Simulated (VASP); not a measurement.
Wanted: the native input for a VASP 6.6.1 run.

```yaml
Task: single point
Functional: PBEsol
Potentials_or_basis: VASP PAW PBE potentials, release 64 (Cu)
Cutoff: 520 eV
k_mesh: 24 × 24 × 12
Occupations: gaussian, width 0.15 eV
Spin: no spin polarisation
Dipole_correction: no
Further_INCAR_settings: ALGO = Fast; EDIFF = 1e-07; NBANDS = 18
```

The structure of Cu lies in POSCAR:

```
Cu
1.0
    2.4864103352      0.0000000000      0.0000000000
   -1.2432051676      2.1532945145      0.0000000000
    0.0000000000      0.0000000000      4.0605354218
Cu
2
Direct
    0.3333333333      0.6666666667      0.2500000000
    0.6666666667      0.3333333333      0.7500000000
```

This isn't the form of Cu at room conditions, which is fcc.

The input as run:

INCAR

```
PREC = Accurate
ENCUT = 520
EDIFF = 1E-7
ISMEAR = 0
SIGMA = 0.15
LREAL = F
LASPH = T
NELM = 100
ALGO = Fast
ISIF = 2
LWAVE = F
LCHARG = F
GGA = PS
NBANDS = 18
```

KPOINTS

```
regular mesh
0
Gamma
  24 24 12
```

Potentials or basis: VASP PAW PBE potentials, release 64 (Cu).

Launch:

```console
$ cat potpaw_PBE.64/Cu/POTCAR > POTCAR
$ mpirun -np 1 vasp_std > vasp.out
```

It gave:

The pressure is 8.3 GPa and the band gap on the k mesh is zero (bands 11 and 12 overlap by 6.30 eV).

Caveat: the cell stands under pressure; the PAW data sets were made with another functional, which shifts forces and pressure a little.

Wall time 100 s on 1 thread of Intel(R) Xeon(R) 6975P-C (Granite Rapids), on a shared host, peak memory 0.24 GiB.
